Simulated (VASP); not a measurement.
# ZnSeS (P-6m2) in VASP: further runs

Runs on ZnSeS. Level: PBE. Tasks: single point, relaxation of cell and atoms.

All numbers are computed with VASP 6.6.1; they aren't measurements. Logs are shortened: lines on timing, memory, paths and dates and some standing lists are left out, and cuts for length are marked.

### 1 The cell of the first run

Symmetry: P-6m2, No. 187, hexagonal system. Conventional cell: a = 4.056 Å, b = 4.056 Å, c = 5.346 Å, α = 90.00°, β = 90.00°, γ = 120.00°. Zn (site symmetry -6m2) has 3 Se at 2.34 Å and 2 S at 2.67 Å within 3.1 Å. Se (site symmetry -6m2) has 3 Zn at 2.34 Å within 3.1 Å. Within 3.6 Å of S (site symmetry -6m2) lie 2 Zn at 2.67 Å and 6 Se at 3.55 Å.

The cell was built from a structure type or drawn by symmetry, and may not be a known phase.

### 2 Single point, PBE

The input, INCAR:

```
PREC = Accurate
ENCUT = 520
EDIFF = 1E-6
ISMEAR = 0
SIGMA = 0.1
LREAL = F
LASPH = T
NELM = 80
ALGO = Normal
ISIF = 2
LWAVE = F
LCHARG = T
GGA = PE
LELF = T
LVHAR = T
NBANDS = 19
```

The input, KPOINTS:

```
Automatic mesh
0
Gamma
  6 6 4
```

The input, POSCAR:

```
ZnSeS
1.0
    4.0556143300      0.0000000000      0.0000000000
   -2.0278071600      3.5122650400      0.0000000000
    0.0000000000      0.0000000000      5.3463071900
Zn Se S
1 1 1
Direct
    0.0000000000      0.0000000000      0.5000000000
    0.6666666700      0.3333333300      0.5000000000
    0.0000000000      0.0000000000      0.0000000000
```

Potentials or basis: VASP PAW PBE potentials, release 64 (Zn, Se, S).

Launch:

```
$ cat potpaw_PBE.64/Zn/POTCAR potpaw_PBE.64/Se/POTCAR potpaw_PBE.64/S/POTCAR > POTCAR
$ mpirun -np 1 vasp_std > vasp.out
```

OUTCAR:

```text
PREC = Accurate
   ENCUT = 520
   EDIFF = 1E-6
   ISMEAR = 0
   LREAL = F
   LASPH = T
   NELM = 80
   ISIF = 2
   GGA = PE

 ion  position               nearest neighbor table
   1  0.000  0.000  0.500-   2 2.34   2 2.34   2 2.34   3 2.67   3 2.67
   2  0.667  0.333  0.500-   1 2.34   1 2.34   1 2.34
   3  0.000  0.000  0.000-   1 2.67   1 2.67

  LATTYP: Found a hexagonal cell.
 ALAT       =     4.0556143300
 C/A-ratio  =     1.3182484218

  Lattice vectors:

 A1 = (   4.0556143300,   0.0000000000,   0.0000000000)
 A2 = (  -2.0278071600,   3.5122650400,   0.0000000000)
 A3 = (   0.0000000000,   0.0000000000,   5.3463071900)

Analysis of symmetry for initial positions (statically):
=====================================================================
 Subroutine PRICEL returns:
 Original cell was already a primitive cell.

 Routine SETGRP: Setting up the symmetry group for a
 hexagonal supercell.

 Subroutine GETGRP returns: Found 12 space group operations
 (whereof 12 operations were pure point group operations)
 out of a pool of 24 trial point group operations.

The static configuration has the point symmetry D_3h.

Analysis of symmetry for dynamics (positions and initial velocities):
=====================================================================
 Subroutine PRICEL returns:
 Original cell was already a primitive cell.

 Routine SETGRP: Setting up the symmetry group for a
 hexagonal supercell.

 Subroutine GETGRP returns: Found 12 space group operations
 (whereof 12 operations were pure point group operations)
 out of a pool of 24 trial point group operations.

The dynamic configuration has the point symmetry D_3h.

 Subroutine INISYM returns: Found 12 space group operations
 (whereof 12 operations are pure point group operations),
 and found     1 'primitive' translations

----------------------------------------------------------------------------------------

                                     Primitive cell

  volume of cell :      76.1549

  direct lattice vectors                    reciprocal lattice vectors
     4.055614330  0.000000000  0.000000000     0.246571769  0.142358277  0.000000000
    -2.027807160  3.512265040  0.000000000     0.000000000  0.284716554  0.000000000
     0.000000000  0.000000000  5.346307190     0.000000000  0.000000000  0.187044995

  length of vectors
     4.055614330  4.055614329  5.346307190     0.284716554  0.284716554  0.187044995

  position of ions in fractional coordinates (direct lattice)
     0.000000000  0.000000000  0.500000000
     0.666666670  0.333333330  0.500000000
     0.000000000  0.000000000  0.000000000

  ion indices of the primitive-cell ions
   primitive index   ion index
                 1           1
                 2           2
                 3           3

----------------------------------------------------------------------------------------

 KPOINTS: Automatic mesh

Automatic generation of k-mesh.
 Grid dimensions read from file:
 generate k-points for:    6    6    4

 Generating k-lattice:

  Cartesian coordinates                     Fractional coordinates (reciprocal lattice)
     0.041095295  0.023726379  0.000000000     0.166666667 -0.000000000  0.000000000
     0.000000000  0.047452759  0.000000000     0.000000000  0.166666667  0.000000000
     0.000000000  0.000000000  0.046761249     0.000000000  0.000000000  0.250000000

  Length of vectors
     0.047452759  0.047452759  0.046761249

  Shift w.r.t. Gamma in fractional coordinates (k-lattice)
     0.000000000  0.000000000  0.000000000

 Subroutine IBZKPT returns following result:
 ===========================================

 Found     21 irreducible k-points:

 Following reciprocal coordinates:
            Coordinates               Weight
  0.000000  0.000000  0.000000      1.000000
  0.166667  0.000000  0.000000      6.000000
  0.333333  0.000000  0.000000      6.000000
  0.500000  0.000000  0.000000      3.000000
  0.166667  0.166667  0.000000      6.000000
  0.333333  0.166667  0.000000     12.000000
[... 13 lines left out ...]
  0.333333  0.166667  0.500000     12.000000
  0.333333  0.333333  0.500000      2.000000
   k-points           NKPTS =     21   k-points in BZ     NKDIM =     21   number of bands    NBANDS=     19
   number of dos      NEDOS =    301   number of ions     NIONS =      3
   total plane-waves  NPLWV =  36000
   dimension x,y,z NGX =    30 NGY =   30 NGZ =   40
   dimension x,y,z NGXF=    60 NGYF=   60 NGZF=   80
   ions per type =               1   1   1
   NGX,Y,Z   is equivalent  to a cutoff of  12.30, 12.30, 12.44 a.u.
   NGXF,Y,Z  is equivalent  to a cutoff of  24.59, 24.59, 24.88 a.u.
 SYSTEM =  unknown system
   PREC   = accura    normal or accurate (medium, high low for compatibility)
   ISTART =      0    job   : 0-new  1-cont  2-samecut
   ICHARG =      2    charge: 1-file 2-atom 10-const
   ISPIN  =      1    spin polarized calculation?
   LNONCOLLINEAR =      F non collinear calculations
   LSORBIT =      F    spin-orbit coupling
   LASPH  =      T    aspherical Exc in radial PAW
   ENCUT  =  520.0 eV  38.22 Ry    6.18 a.u.   7.54  7.54  9.94*2*pi/ulx,y,z
   NELM   =     80;   NELMIN=  2; NELMDL= -5     # of ELM steps
   EDIFF  = 0.1E-05   stopping-criterion for ELM
   LREAL  =      F    real-space projection
   EDIFFG = 0.1E-04   stopping-criterion for IOM
   NSW    =      0    number of steps for IOM
   IBRION =     -1    ionic relax: 0-MD 1-quasi-New 2-CG
   NFREE  =      0    steps in history (QN), initial steepest desc. (CG)
   ISIF   =      2    stress and relaxation
   ISYM   =      2    0-nonsym 1-usesym 2-fastsym
   POTIM  = 0.5000    time-step for ionic-motion
   TEBEG  =    0.0;   TEEND  =   0.0 temperature during run
   PSTRESS=    0.0 pullay stress
   NELECT =      24.0000    total number of electrons
   NUPDOWN=      -1.0000    fix difference up-down
   EMIN   =  10.00;   EMAX   =-10.00  energy-range for DOS
   EFERMI =   0.00;   METHOD = LEGACY
   ISMEAR =     0;   SIGMA  =   0.10  broadening in eV -4-tet -1-fermi 0-gaus
   EFERMI_NEDOS =   21; number of points for ismear=-14 and -15
   IALGO  =     38    algorithm
   IMIX   =      4    mixing-type and parameters
     AMIX     =   0.40;   BMIX     =  1.00
     AMIX_MAG =   1.60;   BMIX_MAG =  1.00
  volume/ion in A,a.u.               =      25.38       171.31
  Fermi-wavevector in a.u.,A,eV,Ry     =   1.114070  2.105288 16.886910  1.241153
  Thomas-Fermi vector in A             =   2.250662
   LORBIT       =      0    0 simple, 1 ext, 2 COOP (PROOUT), +10 PAW based schemes
   GGA     = PE    functional components
   LHFCALC =     F    Hartree Fock is set to
   AEXX    =    0.0000 exact exchange contribution
   IVDW    =     0    specifies the selected vdW correction
   LEPSILON=     F    determine dielectric tensor
   LRPA    =     F    only Hartree local field effects (RPA)
 non-spin polarized calculation
 Gauss-broadening in eV      SIGMA  =   0.10
  energy-cutoff  :      520.00
  volume of cell :       76.15
 maximum number of plane-waves:      2071
   NGX = 15   NGY = 15   NGZ = 19

 number of electron      24.0000022 magnetization

 Free energy of the ion-electron system (eV)
  ---------------------------------------------------
  ext. energy  EPLUGINS =         0.00000000
  ---------------------------------------------------
  free energy    TOTEN  =        -7.55606491 eV

  energy without entropy =       -7.52907488  energy(sigma->0) =       -7.54256989

 E-fermi :   1.0548     XC(G=0):  -8.7651

 val. band max:        1.0460919076   @ k =   0.5000   0.0000   0.2500
 cond. band min:       1.0789758988   @ k =   0.3333   0.1667   0.5000
 fundamental gap:      0.0328839913
 Fermi energy:         1.0548486980

 k-point     1 :       0.0000    0.0000    0.0000
  band No.  band energies     occupation
      1     -12.5458      2.00000
      2     -10.0297      2.00000
      3      -6.1054      2.00000
      4      -6.1054      2.00000
      5      -5.5013      2.00000
      6      -5.5013      2.00000
[... 11 lines left out ...]
     18      11.2979      0.00000
     19      11.4071      0.00000

 k-point     2 :       0.1667    0.0000    0.0000
  band No.  band energies     occupation
      1     -12.3955      2.00000
      2     -10.0172      2.00000
      3      -6.0914      2.00000
      4      -6.0403      2.00000
      5      -5.5365      2.00000
      6      -5.5044      2.00000
[... 11 lines left out ...]
     18      10.1139      0.00000
     19      10.8037      0.00000

 k-point     3 :       0.3333    0.0000    0.0000
  band No.  band energies     occupation
      1     -12.0504      2.00000
      2     -10.0216      2.00000
      3      -5.9869      2.00000
      4      -5.8962      2.00000
      5      -5.5974      2.00000
      6      -5.5105      2.00000
[... 11 lines left out ...]
     18      10.0961      0.00000
     19      10.1857      0.00000

 k-point     4 :       0.5000    0.0000    0.0000
  band No.  band energies     occupation
      1     -11.8451      2.00000
      2     -10.0485      2.00000
      3      -5.8153      2.00000
      4      -5.8101      2.00000
      5      -5.6243      2.00000
      6      -5.5136      2.00000
[... 11 lines left out ...]
     18      10.5704      0.00000
     19      11.5888      0.00000

 k-point     5 :       0.1667    0.1667    0.0000
  band No.  band energies     occupation
      1     -12.1445      2.00000
      2     -10.0148      2.00000
      3      -6.0428      2.00000
      4      -5.9201      2.00000
      5      -5.5800      2.00000
      6      -5.5122      2.00000
[... 11 lines left out ...]
     18      10.0173      0.00000
     19      10.0422      0.00000
[... 268 lines left out ...]
      2      -9.9538      2.00000
      3      -5.8310      2.00000
      4      -5.8141      2.00000
      5      -5.6555      2.00000
      6      -5.5253      2.00000
[... 11 lines left out ...]
     18      11.3379      0.00000
     19      11.5618      0.00000

 k-point    19 :       0.1667    0.1667    0.5000
  band No.  band energies     occupation
      1     -12.0524      2.00000
      2     -10.0738      2.00000
      3      -6.0424      2.00000
      4      -5.9182      2.00000
      5      -5.6003      2.00000
      6      -5.5952      2.00000
[... 11 lines left out ...]
     18       9.6678      0.00000
     19      10.7508      0.00000

 k-point    20 :       0.3333    0.1667    0.5000
  band No.  band energies     occupation
      1     -11.8119      2.00000
      2      -9.9547      2.00000
      3      -5.9049      2.00000
      4      -5.7759      2.00000
      5      -5.6432      2.00000
      6      -5.5358      2.00000
[... 11 lines left out ...]
     18      10.4226      0.00000
     19      11.1786      0.00000

 k-point    21 :       0.3333    0.3333    0.5000
  band No.  band energies     occupation
      1     -11.7288      2.00000
      2      -9.9143      2.00000
      3      -5.8453      2.00000
      4      -5.7531      2.00000
      5      -5.6470      2.00000
      6      -5.5506      2.00000
[... 11 lines left out ...]
     18       9.2328      0.00000
     19      10.7671      0.00000

------------------------ aborting loop because EDIFF is reached ----------------------------------------

  FORCE on cell =-STRESS in cart. coord.  units (eV):
  Direction    XX          YY          ZZ          XY          YZ          ZX
  --------------------------------------------------------------------------------------
  -------------------------------------------------------------------------------------
  Total        2.2596565      2.2596565     -3.4871247      0.0000000      0.0000000      0.0000000
  in kB       47.5395619     47.5395620    -73.3635303      0.0000001      0.0000000      0.0000000
  external PRESSURE =       7.2385312 kB  Pullay stress =       0.0000000 kB

 VOLUME and BASIS-vectors are now :
 -----------------------------------------------------------------------------
  energy-cutoff  :      520.00
  volume of cell :       76.15
      direct lattice vectors                 reciprocal lattice vectors
     4.055614330  0.000000000  0.000000000     0.246571769  0.142358277  0.000000000
    -2.027807160  3.512265040  0.000000000     0.000000000  0.284716554  0.000000000
     0.000000000  0.000000000  5.346307190     0.000000000  0.000000000  0.187044995

 POSITION                                       TOTAL-FORCE (eV/Angst)
 -----------------------------------------------------------------------------------
      0.00000      0.00000      2.67315        -0.000000      0.000000      0.000000
      2.02781      1.17076      2.67315         0.000000      0.000000      0.000000
      0.00000      0.00000      0.00000         0.000000     -0.000000      0.000000
 -----------------------------------------------------------------------------------
    total drift:                               -0.000005      0.000003      0.000000

  FREE ENERGIE OF THE ION-ELECTRON SYSTEM (eV)
  ---------------------------------------------------
  free  energy   TOTEN  =        -7.5560649066 eV

  energy  without entropy=       -7.5290748805  energy(sigma->0) =       -7.54256989
```

Wall time 38 s (1 thread of Intel Xeon 8259CL, shared host); peak memory 0.2 GiB.

What came out:

```yaml
Free_energy: -7.5561 eV
Pressure: 0.7 GPa
Band_gap_on_the_k_mesh: zero (bands 12 and 13 overlap by 0.88 eV)
```

(Continued in part 2 of 2.)
